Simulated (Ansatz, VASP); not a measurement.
**One calculation of NaHF2, two programs**

```
Na H F
1.0
     1.67305    0.96593    4.52158
    -1.67305    0.96593    4.52158
     0.00000   -1.93187    4.52158
Na H F
1 1 2
Cartesian
  0.0000 0.0000 0.0000
  0.0000 0.0000 6.7824
  0.0000 0.0000 5.6457
  0.0000 0.0000 7.9191
```

Alike in both runs: functional LDA; k mesh 9 × 9 × 9; occupations gaussian, width 0.02 eV; no spin polarisation.

Ansatz relaxed the structure, and its values are those at the end. VASP's run is a single point on that final structure, the one shown.

|  | VASP | Ansatz |
| --- | --- | --- |
| version | VASP 6.6.1 | Ansatz 0.2.0 |
| potentials or method | VASP PAW LDA potentials, release 64 (Na_sv, H, F), cutoff 970 eV | scalar-relativistic, plane waves, PAW |
| valence electrons in the cell | 24 | 24 |

VASP gave:

- gap on the k mesh at the Fermi level (eV): 6.88
- least direct gap on the mesh (eV): 7.08
- pressure (GPa): 0.0
- rms of the force components (eV/Å): 0.028

Question: Which values does Ansatz return?

Answer: gap on the k mesh at the Fermi level (eV): 6.90; least direct gap on the mesh (eV): 7.09; pressure (GPa): 0.0; rms of the force components (eV/Å): 0.000.

LDA's correlation is that of Perdew and Zunger in VASP and of Perdew and Wang (1992) in Ansatz.
